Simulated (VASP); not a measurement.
# AlGa3Sb4 (P-43m) in VASP: a series of runs

The runs below take AlGa3Sb4 through single point, relaxation of cell and atoms, with PBE.

Everything below comes from runs of VASP 6.6.1. Logs are shortened: lines on timing, memory, paths and dates and some standing lists are left out, and cuts for length are marked.

### Step 1. The cell of the first run

The structure is cubic, space group P-43m (No. 215). Conventional cell: a = 6.199 Å, b = 6.199 Å, c = 6.199 Å, α = 90.00°, β = 90.00°, γ = 90.00°. Within 3.5 Å of Al (site symmetry -43m) lie 4 Sb at 2.68 Å. Within 3.5 Å of Ga (site symmetry -42m) lie 4 Sb at 2.68 Å. Sb (site symmetry 3m) has 3 Ga at 2.68 Å and 1 Al at 2.68 Å within 3.5 Å.

### Step 2. Single point, PBE

The input, INCAR:

```
SYSTEM = AlGa3Sb4
ALGO = Normal
EDIFF = 1E-6
ENCUT = 520
GGA = PE
ISIF = 2
ISMEAR = 0
LASPH = .True.
LCHARG = .False.
LREAL = .False.
LWAVE = .False.
NBANDS = 41
NELM = 60
PREC = Accurate
SIGMA = 0.1
```

The input, KPOINTS:

```
k-points
0
Gamma
  4 4 4
  0 0 0
```

The input, POSCAR:

```
AlGa3Sb4
1.0
    6.1992049289      0.0000000000      0.0000000000
    0.0000000000      6.1992049289      0.0000000000
    0.0000000000      0.0000000000      6.1992049289
Al Ga Sb
1 3 4
Direct
    0.0000000000      0.0000000000      0.0000000000
    0.5000000000      0.5000000000      0.0000000000
    0.5000000000      0.0000000000      0.5000000000
    0.0000000000      0.5000000000      0.5000000000
    0.7499411369      0.7499411369      0.2500588631
    0.7499411369      0.2500588631      0.7499411369
    0.2500588631      0.7499411369      0.7499411369
    0.2500588631      0.2500588631      0.2500588631
```

Potentials or basis: VASP PAW PBE potentials, release 64 (Al, Ga_d, Sb).

On the command line:

```bash
$ cat potpaw_PBE.64/Al/POTCAR potpaw_PBE.64/Ga_d/POTCAR potpaw_PBE.64/Sb/POTCAR > POTCAR
$ mpirun -np 1 vasp_std > vasp.out
```

OUTCAR:

```text
SYSTEM = AlGa3Sb4
   EDIFF = 1E-6
   ENCUT = 520
   GGA = PE
   ISIF = 2
   ISMEAR = 0
   LASPH = .True.
   LREAL = .False.
   NELM = 60
   PREC = Accurate

 ion  position               nearest neighbor table
   1  0.000  0.000  0.000-   5 2.68   6 2.68   7 2.68   8 2.68
   2  0.500  0.500  0.000-   5 2.68   6 2.68   7 2.68   8 2.68
   3  0.500  0.000  0.500-   5 2.68   6 2.68   7 2.68   8 2.68
   4  0.000  0.500  0.500-   5 2.68   6 2.68   7 2.68   8 2.68
   5  0.750  0.750  0.250-   2 2.68   3 2.68   4 2.68   1 2.68
   6  0.750  0.250  0.750-   2 2.68   3 2.68   4 2.68   1 2.68
   7  0.250  0.750  0.750-   2 2.68   3 2.68   4 2.68   1 2.68
   8  0.250  0.250  0.250-   2 2.68   3 2.68   4 2.68   1 2.68

  LATTYP: Found a simple cubic cell.
 ALAT       =     6.1992049289

  Lattice vectors:

 A1 = (   6.1992049289,   0.0000000000,   0.0000000000)
 A2 = (   0.0000000000,   6.1992049289,   0.0000000000)
 A3 = (   0.0000000000,   0.0000000000,   6.1992049289)

Analysis of symmetry for initial positions (statically):
=====================================================================
 Subroutine PRICEL returns:
 Original cell was already a primitive cell.

 Routine SETGRP: Setting up the symmetry group for a
 simple cubic supercell.

 Subroutine GETGRP returns: Found 24 space group operations
 (whereof 24 operations were pure point group operations)
 out of a pool of 48 trial point group operations.

The static configuration has the point symmetry T_d .

Analysis of symmetry for dynamics (positions and initial velocities):
=====================================================================
 Subroutine PRICEL returns:
 Original cell was already a primitive cell.

 Routine SETGRP: Setting up the symmetry group for a
 simple cubic supercell.

 Subroutine GETGRP returns: Found 24 space group operations
 (whereof 24 operations were pure point group operations)
 out of a pool of 48 trial point group operations.

The dynamic configuration has the point symmetry T_d .

 Subroutine INISYM returns: Found 24 space group operations
 (whereof 24 operations are pure point group operations),
 and found     1 'primitive' translations

----------------------------------------------------------------------------------------

                                     Primitive cell

  volume of cell :     238.2363

  direct lattice vectors                    reciprocal lattice vectors
     6.199204929  0.000000000  0.000000000     0.161311009  0.000000000  0.000000000
     0.000000000  6.199204929  0.000000000     0.000000000  0.161311009  0.000000000
     0.000000000  0.000000000  6.199204929     0.000000000  0.000000000  0.161311009

  length of vectors
     6.199204929  6.199204929  6.199204929     0.161311009  0.161311009  0.161311009

  position of ions in fractional coordinates (direct lattice)
     0.000000000  0.000000000  0.000000000
     0.500000000  0.500000000  0.000000000
     0.500000000  0.000000000  0.500000000
     0.000000000  0.500000000  0.500000000
     0.749941137  0.749941137  0.250058863
     0.749941137  0.250058863  0.749941137
     0.250058863  0.749941137  0.749941137
     0.250058863  0.250058863  0.250058863

  ion indices of the primitive-cell ions
   primitive index   ion index
                 1           1
                 2           2
                 3           3
                 4           4
                 5           5
                 6           6
                 7           7
                 8           8

----------------------------------------------------------------------------------------

 KPOINTS: k-points

Automatic generation of k-mesh.
 Grid dimensions read from file:
 generate k-points for:    4    4    4

 Generating k-lattice:

  Cartesian coordinates                     Fractional coordinates (reciprocal lattice)
     0.040327752  0.000000000  0.000000000     0.250000000  0.000000000  0.000000000
     0.000000000  0.040327752  0.000000000     0.000000000  0.250000000  0.000000000
     0.000000000  0.000000000  0.040327752     0.000000000  0.000000000  0.250000000

  Length of vectors
     0.040327752  0.040327752  0.040327752

  Shift w.r.t. Gamma in fractional coordinates (k-lattice)
     0.000000000  0.000000000  0.000000000

 Subroutine IBZKPT returns following result:
 ===========================================

 Found     10 irreducible k-points:

 Following reciprocal coordinates:
            Coordinates               Weight
  0.000000  0.000000  0.000000      1.000000
  0.250000  0.000000  0.000000      6.000000
  0.500000  0.000000  0.000000      3.000000
  0.250000  0.250000  0.000000     12.000000
  0.500000  0.250000  0.000000     12.000000
  0.500000  0.500000  0.000000      3.000000
  0.250000  0.250000  0.250000      8.000000
  0.500000  0.250000  0.250000     12.000000
  0.500000  0.500000  0.250000      6.000000
  0.500000  0.500000  0.500000      1.000000
   k-points           NKPTS =     10   k-points in BZ     NKDIM =     10   number of bands    NBANDS=     41
   number of dos      NEDOS =    301   number of ions     NIONS =      8
   total plane-waves  NPLWV = 110592
   dimension x,y,z NGX =    48 NGY =   48 NGZ =   48
   dimension x,y,z NGXF=    96 NGYF=   96 NGZF=   96
   ions per type =               1   3   4
   NGX,Y,Z   is equivalent  to a cutoff of  12.87, 12.87, 12.87 a.u.
   NGXF,Y,Z  is equivalent  to a cutoff of  25.74, 25.74, 25.74 a.u.
 SYSTEM =  AlGa3Sb4
   PREC   = accura    normal or accurate (medium, high low for compatibility)
   ISTART =      0    job   : 0-new  1-cont  2-samecut
   ICHARG =      2    charge: 1-file 2-atom 10-const
   ISPIN  =      1    spin polarized calculation?
   LNONCOLLINEAR =      F non collinear calculations
   LSORBIT =      F    spin-orbit coupling
   LASPH  =      T    aspherical Exc in radial PAW
   ENCUT  =  520.0 eV  38.22 Ry    6.18 a.u.  11.53 11.53 11.53*2*pi/ulx,y,z
   NELM   =     60;   NELMIN=  2; NELMDL= -5     # of ELM steps
   EDIFF  = 0.1E-05   stopping-criterion for ELM
   LREAL  =      F    real-space projection
   EDIFFG = 0.1E-04   stopping-criterion for IOM
   NSW    =      0    number of steps for IOM
   IBRION =     -1    ionic relax: 0-MD 1-quasi-New 2-CG
   NFREE  =      0    steps in history (QN), initial steepest desc. (CG)
   ISIF   =      2    stress and relaxation
   ISYM   =      2    0-nonsym 1-usesym 2-fastsym
   POTIM  = 0.5000    time-step for ionic-motion
   TEBEG  =    0.0;   TEEND  =   0.0 temperature during run
   PSTRESS=    0.0 pullay stress
   NELECT =      62.0000    total number of electrons
   NUPDOWN=      -1.0000    fix difference up-down
   EMIN   =  10.00;   EMAX   =-10.00  energy-range for DOS
   EFERMI =   0.00;   METHOD = LEGACY
   ISMEAR =     0;   SIGMA  =   0.10  broadening in eV -4-tet -1-fermi 0-gaus
   EFERMI_NEDOS =   21; number of points for ismear=-14 and -15
   IALGO  =     38    algorithm
   IMIX   =      4    mixing-type and parameters
     AMIX     =   0.40;   BMIX     =  1.00
     AMIX_MAG =   1.60;   BMIX_MAG =  1.00
  volume/ion in A,a.u.               =      29.78       200.96
  Fermi-wavevector in a.u.,A,eV,Ry     =   1.045208  1.975157 14.863818  1.092460
  Thomas-Fermi vector in A             =   2.179994
   LORBIT       =      0    0 simple, 1 ext, 2 COOP (PROOUT), +10 PAW based schemes
   GGA     = PE    functional components
   LHFCALC =     F    Hartree Fock is set to
   AEXX    =    0.0000 exact exchange contribution
   IVDW    =     0    specifies the selected vdW correction
   LEPSILON=     F    determine dielectric tensor
   LRPA    =     F    only Hartree local field effects (RPA)
 non-spin polarized calculation
 Gauss-broadening in eV      SIGMA  =   0.10
  energy-cutoff  :      520.00
  volume of cell :      238.24
 maximum number of plane-waves:      6488
 NGX is ok and might be reduce to    48
   NGX = 23   NGY = 23   NGZ = 23

 number of electron      61.9999970 magnetization

 Free energy of the ion-electron system (eV)
  ---------------------------------------------------
  ext. energy  EPLUGINS =         0.00000000
  ---------------------------------------------------
  free energy    TOTEN  =       -30.28040402 eV

  energy without entropy =      -30.27827105  energy(sigma->0) =      -30.27933754

 E-fermi :   4.5639     XC(G=0):  -8.8200

 val. band max:        4.4801239354   @ k =   0.0000   0.0000   0.0000
 cond. band min:       4.5904520206   @ k =   0.0000   0.0000   0.0000
 fundamental gap:      0.1103280853
 Fermi energy:         4.5639306043

 k-point     1 :       0.0000    0.0000    0.0000
  band No.  band energies     occupation
      1     -10.4356      2.00000
      2     -10.4356      2.00000
      3     -10.4356      2.00000
      4     -10.4020      2.00000
      5     -10.4020      2.00000
      6     -10.4020      2.00000
[... 33 lines left out ...]
     40       7.3434      0.00000
     41       7.3434      0.00000

 k-point     2 :       0.2500    0.0000    0.0000
  band No.  band energies     occupation
      1     -10.4335      2.00000
      2     -10.4335      2.00000
      3     -10.4330      2.00000
      4     -10.4056      2.00000
      5     -10.4014      2.00000
      6     -10.4014      2.00000
[... 33 lines left out ...]
     40       8.2148      0.00000
     41       8.2148      0.00000

 k-point     3 :       0.5000    0.0000    0.0000
  band No.  band energies     occupation
      1     -10.4311      2.00000
      2     -10.4311      2.00000
      3     -10.4295      2.00000
      4     -10.4099      2.00000
      5     -10.3993      2.00000
      6     -10.3993      2.00000
[... 259 lines left out ...]
      2     -10.4216      2.00000
      3     -10.4216      2.00000
      4     -10.4211      2.00000
      5     -10.3995      2.00000
      6     -10.3994      2.00000
[... 33 lines left out ...]
     40       8.4381      0.00000
     41       8.5897      0.00000

 k-point    10 :       0.5000    0.5000    0.5000
  band No.  band energies     occupation
      1     -10.4326      2.00000
      2     -10.4215      2.00000
      3     -10.4215      2.00000
      4     -10.4215      2.00000
      5     -10.4003      2.00000
      6     -10.4003      2.00000
[... 33 lines left out ...]
     40       8.2291      0.00000
     41       8.3138      0.00000

------------------------ aborting loop because EDIFF is reached ----------------------------------------

  FORCE on cell =-STRESS in cart. coord.  units (eV):
  Direction    XX          YY          ZZ          XY          YZ          ZX
  --------------------------------------------------------------------------------------
  -------------------------------------------------------------------------------------
  Total        0.7384562      0.7384562      0.7384562     -0.0000000     -0.0000000      0.0000000
  in kB        4.9662357      4.9662357      4.9662357     -0.0000000     -0.0000000      0.0000000
  external PRESSURE =       4.9662357 kB  Pullay stress =       0.0000000 kB

 VOLUME and BASIS-vectors are now :
 -----------------------------------------------------------------------------
  energy-cutoff  :      520.00
  volume of cell :      238.24
      direct lattice vectors                 reciprocal lattice vectors
     6.199204929  0.000000000  0.000000000     0.161311009  0.000000000  0.000000000
     0.000000000  6.199204929  0.000000000     0.000000000  0.161311009  0.000000000
     0.000000000  0.000000000  6.199204929     0.000000000  0.000000000  0.161311009

 POSITION                                       TOTAL-FORCE (eV/Angst)
 -----------------------------------------------------------------------------------
      0.00000      0.00000      0.00000         0.000000     -0.000000     -0.000000
      3.09960      3.09960      0.00000         0.000000     -0.000000     -0.000000
      3.09960      0.00000      3.09960         0.000000      0.000000     -0.000000
      0.00000      3.09960      3.09960         0.000000     -0.000000     -0.000000
      4.64904      4.64904      1.55017        -0.010311     -0.010311      0.010311
      4.64904      1.55017      4.64904        -0.010311      0.010311     -0.010311
      1.55017      4.64904      4.64904         0.010311     -0.010311     -0.010311
      1.55017      1.55017      1.55017         0.010311      0.010311      0.010311
 -----------------------------------------------------------------------------------
    total drift:                                0.000000      0.000000     -0.000000

  FREE ENERGIE OF THE ION-ELECTRON SYSTEM (eV)
  ---------------------------------------------------
  free  energy   TOTEN  =       -30.2804040217 eV

  energy  without entropy=      -30.2782710509  energy(sigma->0) =      -30.27933754
```

Wall time 45 s (1 thread of Intel Xeon 6975P-C (Granite Rapids), shared host); peak memory 0.36 GiB.

Results:

| Property | Result |
| --- | --- |
| Free energy | -30.2804 eV |
| Pressure | 0.5 GPa |
| Largest force | 0.018 eV/Å |
| Band gap on the k mesh | 0.11 eV |

Forces on the atoms (eV/Å):
```
Al   0.000  0.000  0.000
Ga   0.000  0.000  0.000
Ga   0.000  0.000  0.000
Ga   0.000  0.000  0.000
Sb  -0.010 -0.010  0.010
Sb  -0.010  0.010 -0.010
Sb   0.010 -0.010 -0.010
Sb   0.010  0.010  0.010
```

Caveat: semilocal functionals underestimate gaps, and a narrow one can read as zero; spin-orbit coupling is left out, which moves the levels of the heavy elements. A k mesh can miss the band edges.

[end of part 1 of 2]

The gap in the log of VASP goes by the Fermi energy; the results here count the filled bands.